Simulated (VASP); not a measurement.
Si: single point with r2SCAN

Crystal: Si.

```
Si
1.0
     2.63919    0.00000    0.00000
    -1.31960    2.28561    0.00000
     0.00000    0.00000    4.68975
Si
2
Direct
  0.33333 0.66667 0.25000
  0.66667 0.33333 0.75000
```

This cell differs from its parent crystal: strain +0.000 along x and y, +0.030 along z.

| Property | Result |
| --- | --- |
| Program | VASP 6.6.1 |
| Task | single point |
| Functional | r2SCAN |
| Potentials or basis | VASP PAW PBE potentials, release 64 (Si) |
| Cutoff | 520 eV |
| k mesh | 24 × 24 × 14 |
| Occupations | gaussian, width 0.15 eV |
| Spin | no spin polarisation |

The pressure is -2.2 GPa and the band gap on the k mesh is zero (bands 4 and 5 overlap by 13.83 eV).

Stress tensor (GPa, compression positive):
```
-1.37  0.00  0.00
 0.00 -1.37  0.00
 0.00  0.00 -3.83
```

Levels at points of the mesh, in eV from the Fermi level:
```csv
k point,band 2,band 3,band 4,band 5,band 6,band 7
"(0.00, 0.00, 0.00)",-9.35,-7.98,9.90,10.50,10.50,10.56
"(0.50, 0.00, 0.00)",-8.10,-2.56,-1.89,-1.71,-0.04,4.61
"(0.00, 0.00, 0.50)",-13.87,-0.31,-0.31,11.83,11.83,11.83
"(0.50, 0.00, 0.50)",-6.95,-6.31,-6.31,5.59,5.59,6.10
```

Wall time 5.4 min on 1 thread of AMD EPYC 9R14 (Zen 4) (shared host), peak memory 0.2 GiB.

Caveat: the cell differs from its parent crystal (strain +0.000 along x and y, +0.030 along z); the PAW data sets were made with another functional, which shifts forces and pressure a little.
